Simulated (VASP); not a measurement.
# SnSe (I4/mmm) in VASP: further runs, part 2 of 2

VASP 6.6.1. Earlier steps stand in the parts before.

## (6) Single point, PBE (epitaxial xy strain +2.0%)

Input file INCAR:

```
  PREC = Accurate
  ENCUT = 500
  EDIFF = 1E-6
  ISMEAR = -1
  SIGMA = 0.02
  LREAL = F
  LASPH = T
  NELM = 120
  ALGO = Normal
  ISIF = 2
  LWAVE = F
  LCHARG = F
  GGA = PE
  NBANDS = 17
  GGA_COMPAT = F
```

Input file KPOINTS:

```
Automatic mesh
0
Gamma
  8 8 8
```

Input file POSCAR:

```
SnSe
1.0
    0.0000000000      3.0621554168      2.9903338261
    3.0621554168      0.0000000000      2.9903338261
    3.0621554168      3.0621554168      0.0000000000
Sn Se
1 1
Direct
    0.0000000000      0.0000000000      0.0000000000
    0.5000000000      0.5000000000      0.5000000000
```

Potentials or basis: VASP PAW PBE potentials, release 64 (Sn_d, Se).

The run is started by

```console
$ cat potpaw_PBE.64/Sn_d/POTCAR potpaw_PBE.64/Se/POTCAR > POTCAR
$ mpirun -np 1 vasp_std > vasp.out
```

OUTCAR:

```text
PREC = Accurate
   ENCUT = 500
   EDIFF = 1E-6
   ISMEAR = -1
   LREAL = F
   LASPH = T
   NELM = 120
   ISIF = 2
   GGA = PE

 ion  position               nearest neighbor table
   1  0.000  0.000  0.000-   2 2.99   2 2.99   2 3.06   2 3.06   2 3.06   2 3.06
   2  0.500  0.500  0.500-   1 2.99   1 2.99   1 3.06   1 3.06   1 3.06   1 3.06

  LATTYP: Found a body centered tetragonal cell.
 ALAT       =     4.3305417205
 C/A-ratio  =     1.3810437673

  Lattice vectors:

 A1 = (   0.0000000000,  -3.0621554168,  -2.9903338261)
 A2 = (   0.0000000000,   3.0621554168,  -2.9903338261)
 A3 = (   3.0621554168,   0.0000000000,   2.9903338261)

Analysis of symmetry for initial positions (statically):
=====================================================================
 Subroutine PRICEL returns:
 Original cell was already a primitive cell.

 Routine SETGRP: Setting up the symmetry group for a
 body centered tetragonal supercell.

 Subroutine GETGRP returns: Found 16 space group operations
 (whereof 16 operations were pure point group operations)
 out of a pool of 16 trial point group operations.

The static configuration has the point symmetry D_4h.

Analysis of symmetry for dynamics (positions and initial velocities):
=====================================================================
 Subroutine PRICEL returns:
 Original cell was already a primitive cell.

 Routine SETGRP: Setting up the symmetry group for a
 body centered tetragonal supercell.

 Subroutine GETGRP returns: Found 16 space group operations
 (whereof 16 operations were pure point group operations)
 out of a pool of 16 trial point group operations.

The dynamic configuration has the point symmetry D_4h.

 Subroutine INISYM returns: Found 16 space group operations
 (whereof 16 operations are pure point group operations),
 and found     1 'primitive' translations

----------------------------------------------------------------------------------------

                                     Primitive cell

  volume of cell :      56.0795

  direct lattice vectors                    reciprocal lattice vectors
     0.000000000  3.062155417  2.990333826    -0.163283678  0.163283678  0.167205412
     3.062155417  0.000000000  2.990333826     0.163283678 -0.163283678  0.167205412
     3.062155417  3.062155417  0.000000000     0.163283678  0.163283678 -0.167205412

  length of vectors
     4.280057498  4.280057498  4.330541721     0.285097824  0.285097824  0.285097824

  position of ions in fractional coordinates (direct lattice)
     0.000000000  0.000000000  0.000000000
     0.500000000  0.500000000  0.500000000

  ion indices of the primitive-cell ions
   primitive index   ion index
                 1           1
                 2           2

----------------------------------------------------------------------------------------

 KPOINTS: Automatic mesh

Automatic generation of k-mesh.
 Grid dimensions read from file:
 generate k-points for:    8    8    8

 Generating k-lattice:

  Cartesian coordinates                     Fractional coordinates (reciprocal lattice)
    -0.020410460  0.020410460  0.020900677     0.125000000  0.000000000  0.000000000
     0.020410460 -0.020410460  0.020900677     0.000000000  0.125000000  0.000000000
     0.020410460  0.020410460 -0.020900677    -0.000000000 -0.000000000  0.125000000

  Length of vectors
     0.035637228  0.035637228  0.035637228

  Shift w.r.t. Gamma in fractional coordinates (k-lattice)
     0.000000000  0.000000000  0.000000000

 Subroutine IBZKPT returns following result:
 ===========================================

 Found     59 irreducible k-points:

 Following reciprocal coordinates:
            Coordinates               Weight
  0.000000  0.000000  0.000000      1.000000
  0.125000  0.000000  0.000000      8.000000
  0.250000  0.000000  0.000000      8.000000
  0.375000 -0.000000  0.000000      8.000000
  0.500000  0.000000  0.000000      4.000000
  0.125000  0.125000  0.000000      2.000000
[... 16 lines left out ...]
  0.250000  0.000000  0.125000     16.000000
  0.375000  0.000000  0.125000     16.000000
 [... further k-points ...]
   k-points           NKPTS =     59   k-points in BZ     NKDIM =     59   number of bands    NBANDS=     17
   number of dos      NEDOS =    301   number of ions     NIONS =      2
   total plane-waves  NPLWV =  32768
   dimension x,y,z NGX =    32 NGY =   32 NGZ =   32
   dimension x,y,z NGXF=    64 NGYF=   64 NGZF=   64
   ions per type =               1   1
   NGX,Y,Z   is equivalent  to a cutoff of  12.43, 12.43, 12.28 a.u.
   NGXF,Y,Z  is equivalent  to a cutoff of  24.86, 24.86, 24.57 a.u.
 SYSTEM =  unknown system
   PREC   = accura    normal or accurate (medium, high low for compatibility)
   ISTART =      0    job   : 0-new  1-cont  2-samecut
   ICHARG =      2    charge: 1-file 2-atom 10-const
   ISPIN  =      1    spin polarized calculation?
   LNONCOLLINEAR =      F non collinear calculations
   LSORBIT =      F    spin-orbit coupling
   LASPH  =      T    aspherical Exc in radial PAW
   ENCUT  =  500.0 eV  36.75 Ry    6.06 a.u.   7.80  7.80  7.90*2*pi/ulx,y,z
   NELM   =    120;   NELMIN=  2; NELMDL= -5     # of ELM steps
   EDIFF  = 0.1E-05   stopping-criterion for ELM
   LREAL  =      F    real-space projection
   EDIFFG = 0.1E-04   stopping-criterion for IOM
   NSW    =      0    number of steps for IOM
   IBRION =     -1    ionic relax: 0-MD 1-quasi-New 2-CG
   NFREE  =      0    steps in history (QN), initial steepest desc. (CG)
   ISIF   =      2    stress and relaxation
   ISYM   =      2    0-nonsym 1-usesym 2-fastsym
   POTIM  = 0.5000    time-step for ionic-motion
   TEBEG  =    0.0;   TEEND  =   0.0 temperature during run
   PSTRESS=    0.0 pullay stress
   NELECT =      20.0000    total number of electrons
   NUPDOWN=      -1.0000    fix difference up-down
   EMIN   =  10.00;   EMAX   =-10.00  energy-range for DOS
   EFERMI =   0.00;   METHOD = LEGACY
   ISMEAR =    -1;   SIGMA  =   0.02  broadening in eV -4-tet -1-fermi 0-gaus
   EFERMI_NEDOS =   21; number of points for ismear=-14 and -15
   IALGO  =     38    algorithm
   IMIX   =      4    mixing-type and parameters
     AMIX     =   0.40;   BMIX     =  1.00
     AMIX_MAG =   1.60;   BMIX_MAG =  1.00
  volume/ion in A,a.u.               =      28.04       189.22
  Fermi-wavevector in a.u.,A,eV,Ry     =   1.160959  2.193894 18.338275  1.347825
  Thomas-Fermi vector in A             =   2.297536
   LORBIT       =      0    0 simple, 1 ext, 2 COOP (PROOUT), +10 PAW based schemes
   GGA     = PE    functional components
   LHFCALC =     F    Hartree Fock is set to
   AEXX    =    0.0000 exact exchange contribution
   IVDW    =     0    specifies the selected vdW correction
   LEPSILON=     F    determine dielectric tensor
   LRPA    =     F    only Hartree local field effects (RPA)
 non-spin polarized calculation
  energy-cutoff  :      500.00
  volume of cell :       56.08
 maximum number of plane-waves:      1436
   NGX = 15   NGY = 15   NGZ = 15

 number of electron      19.9999994 magnetization

 Free energy of the ion-electron system (eV)
  ---------------------------------------------------
  ext. energy  EPLUGINS =         0.00000000
  ---------------------------------------------------
  free energy    TOTEN  =        -8.21412452 eV

  energy without entropy =       -8.21412446  energy(sigma->0) =       -8.21412449

 E-fermi :   5.5340     XC(G=0):  -9.4726

 val. band max:        5.2954633375   @ k =   0.5000   0.0000   0.0000
 cond. band min:       5.7726168005   @ k =   0.5000   0.0000   0.0000
 fundamental gap:      0.4771534630
 Fermi energy:         5.5340300647

 k-point     1 :       0.0000    0.0000    0.0000
  band No.  band energies     occupation
      1     -16.3370      2.00000
      2     -16.3343      2.00000
      3     -16.3287      2.00000
      4     -16.3287      2.00000
      5     -16.3225      2.00000
      6      -8.4013      2.00000
[... 9 lines left out ...]
     16      11.3004      0.00000
     17      13.2426      0.00000

 k-point     2 :       0.1250    0.0000    0.0000
  band No.  band energies     occupation
      1     -16.3363      2.00000
      2     -16.3348      2.00000
      3     -16.3280      2.00000
      4     -16.3273      2.00000
      5     -16.3230      2.00000
      6      -8.2980      2.00000
[... 9 lines left out ...]
     16      11.5902      0.00000
     17      14.2015      0.00000
[... 421 lines left out ...]
 k-point    24 :       0.3750    0.0000    0.1250
  band No.  band energies     occupation
      1     -16.3402      2.00000
      2     -16.3329      2.00000
      3     -16.3277      2.00000
      4     -16.3233      2.00000
      5     -16.3186      2.00000
      6      -7.7334      2.00000
[... 9 lines left out ...]
     16      14.4708      0.00000
     17      16.3985      0.00000

 [... further k-points ...]
[... 5 lines left out ...]
  --------------------------------------------------------------------------------------
  -------------------------------------------------------------------------------------
  Total       -0.4476297     -0.4476297      0.4769136      0.0000000      0.0000000      0.0000000
  in kB      -12.7886703    -12.7886703     13.6253038      0.0000000      0.0000000      0.0000000
  external PRESSURE =      -3.9840123 kB  Pullay stress =       0.0000000 kB

 VOLUME and BASIS-vectors are now :
 -----------------------------------------------------------------------------
  energy-cutoff  :      500.00
  volume of cell :       56.08
      direct lattice vectors                 reciprocal lattice vectors
     0.000000000  3.062155417  2.990333826    -0.163283678  0.163283678  0.167205412
     3.062155417  0.000000000  2.990333826     0.163283678 -0.163283678  0.167205412
     3.062155417  3.062155417  0.000000000     0.163283678  0.163283678 -0.167205412

 POSITION                                       TOTAL-FORCE (eV/Angst)
 -----------------------------------------------------------------------------------
      0.00000      0.00000      0.00000         0.000000      0.000000      0.000000
      3.06216      3.06216      2.99033        -0.000000     -0.000000      0.000000
 -----------------------------------------------------------------------------------
    total drift:                                0.000000     -0.000000     -0.000000

  FREE ENERGIE OF THE ION-ELECTRON SYSTEM (eV)
  ---------------------------------------------------
  free  energy   TOTEN  =        -8.2141245176 eV

  energy  without entropy=       -8.2141244643  energy(sigma->0) =       -8.21412449
```

stdout:

```text
POSCAR found type information on POSCAR SnSe
 POSCAR found :  2 types and       2 ions
 scaLAPACK will be used
 LDA part: xc-table for (Slater+PW92), standard interpolation
 POSCAR, INCAR and KPOINTS ok, starting setup
 FFT: planning ... GRIDC
 FFT: planning ... GRID_SOFT
 FFT: planning ... GRID
 WAVECAR not read
 entering main loop
```

Wall time 61 s (1 thread of Intel Xeon 8259CL, shared host); peak memory 0.21 GiB.

Results:

```
Free energy            : -8.2141 eV
Pressure               : -0.4 GPa
Band gap on the k mesh : 0.48 eV, direct
```

Stress tensor (GPa, compression positive):
```
-1.28  0.00  0.00
 0.00 -1.28  0.00
 0.00  0.00  1.36
```

Levels at points of the mesh, in eV from the valence-band top:
| k point | band 7 | band 8 | band 9 | band 10 | band 11 | band 12 | band 13 | band 14 |
| --- | --- | --- | --- | --- | --- | --- | --- | --- |
| (0.00, 0.00, 0.00) | -5.16 | -2.28 | -2.05 | -2.05 | 4.02 | 4.02 | 4.58 | 5.83 |
| (0.50, 0.00, 0.00) | -7.92 | -1.90 | -1.87 | 0.00 | 0.48 | 1.20 | 1.32 | 8.16 |
| (0.50, 0.50, 0.00) | -6.07 | -5.32 | -3.55 | -3.55 | 3.06 | 5.10 | 5.10 | 6.00 |
| (0.50, 0.00, 0.50) | -5.98 | -5.27 | -3.63 | -3.37 | 3.14 | 4.94 | 5.51 | 5.68 |

Caveat: the cell differs from its parent crystal (epitaxial xy strain +2.0%); spin-orbit coupling is left out, which moves the levels of the heavy elements.

## (7) The runs side by side

| cell | gap on the mesh (eV) | pressure (GPa) |
| --- | --- | --- |
| a = 4.199, b = 4.199, c = 4.118 Å, angles 60.6, 60.6, 58.7°, 2 atoms | 0.72 | 4.8 |
| a = 4.211, b = 4.211, c = 4.161 Å, angles 60.4, 60.4, 59.2°, 2 atoms | 0.73 | 3.6 |
| a = 4.228, b = 4.228, c = 4.203 Å, angles 60.2, 60.2, 59.6°, 2 atoms | 0.70 | 2.4 |
| a = 4.263, b = 4.263, c = 4.288 Å, angles 59.8, 59.8, 60.4°, 2 atoms | 0.54 | 0.4 |
| a = 4.280, b = 4.280, c = 4.331 Å, angles 59.6, 59.6, 60.8°, 2 atoms | 0.48 | -0.4 |

Alike in all rows: task single point; level PBE; potentials or basis VASP PAW PBE potentials, release 64 (Sn_d, Se); no spin polarisation; k mesh 8 × 8 × 8; cutoff (eV) 500; smearing fermi-dirac 0.02 eV.

Caveats: spin-orbit coupling is left out, which moves the levels of the heavy elements.

Total energies depend on the potentials used, so only differences within one code and one set of settings carry meaning.
